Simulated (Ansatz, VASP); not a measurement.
Cr in VASP and in Ansatz

```
Cr
1.0
     2.96890    0.00000    0.00000
     0.00000    2.96890    0.00000
     0.00000    0.00000    2.96890
Cr
2
Direct
  0.00000 0.00000 0.00000
  0.50000 0.50000 0.50000
```

Alike in both runs: task single point; functional PBE; k mesh 11 × 11 × 11; occupations fermi-dirac, width 0.05 eV; collinear spin.

|  | VASP | Ansatz |
| --- | --- | --- |
| version | VASP 6.6.1 | Ansatz 0.2.0 |
| potentials or method | VASP PAW PBE potentials, release 64 (Cr_pv), cutoff 520 eV | all-electron LAPW, scalar-relativistic |

```tsv
	VASP	Ansatz	Ansatz less VASP
pressure (GPa)	-13.4	-13.7	-0.35
net moment per atom (μB)	0.00	0.00	0.000
size of the moment on the site where the two differ most (μB)	1.80	1.75	-0.049
```

Site moments also hang on the region over which each program counts them. Ansatz ran all-electron here, and VASP with PAW potentials.
